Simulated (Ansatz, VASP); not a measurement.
# ZnCd2Se2S: VASP beside Ansatz

```
Zn Cd Se S
1.0
     4.02107    0.00000    0.00000
    -2.01053    3.48235    0.00000
     0.00000    0.00000   10.89893
Zn Cd Se S
1 2 2 1
Direct
  0.00000 0.00000 0.50000
  0.00000 0.00000 0.21543
  0.00000 0.00000 0.78457
  0.33333 0.66667 0.36201
  0.66667 0.33333 0.63799
  0.00000 0.00000 0.00000
```

Alike in both runs: functional PBE; k mesh 6 × 6 × 2; occupations gaussian, width 0.1 eV; no spin polarisation.

Ansatz relaxed the structure, and its values are those at the end. VASP's run is a single point on that final structure, the one shown.

|  | VASP | Ansatz |
| --- | --- | --- |
| version | VASP 6.6.1 | Ansatz 0.2.0 |
| potentials or method | VASP PAW PBE potentials, release 64 (Zn, Cd, Se, S), cutoff 520 eV | scalar-relativistic, plane waves, PAW |
| valence electrons in the cell | 54 | 90 |

```csv
,VASP,Ansatz,Ansatz less VASP
gap on the k mesh at the Fermi level (eV),none,none,-
pressure (GPa),0.3,0.0,-0.28
rms of the force components (eV/Å),0.012,0.004,-0.0075
```

A gap of «none» marks a metal or a gap that the smearing closes. VASP's potentials hold 54 valence electrons a cell and Ansatz's 90, so a difference there can come from the potentials and not from the codes.
